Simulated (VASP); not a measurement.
Here is a VASP 6.6.1 calculation.

Contents of INCAR:

```
PREC = Accurate
ENCUT = 520
EDIFF = 1E-6
ISMEAR = 0
SIGMA = 0.05
LREAL = False
LASPH = True
NELM = 100
ALGO = Normal
ISIF = 2
LWAVE = False
LCHARG = False
GGA = PE
NBANDS = 32
```

KPOINTS

```
Automatic mesh
0
Gamma
  8 8 8
```

POSCAR

```
SrGa3
1.0
    4.4980845601      0.0000000000      0.0000000000
    0.0000000000      4.4980845601      0.0000000000
    0.0000000000      0.0000000000      4.4980845601
Sr Ga
1 3
Direct
    0.0000000000      0.0000000000      0.0000000000
    0.0000000000      0.5000000000      0.5000000000
    0.5000000000      0.5000000000      0.0000000000
    0.5000000000      0.0000000000      0.5000000000
```

Potentials or basis: VASP PAW PBE potentials, release 64 (Sr_sv, Ga_d).

Run with:

```sh
$ cat potpaw_PBE.64/Sr_sv/POTCAR potpaw_PBE.64/Ga_d/POTCAR > POTCAR
$ mpirun -np 1 vasp_std > vasp.out
```

Task: Predict the pressure.

Result: 0.9 GPa.
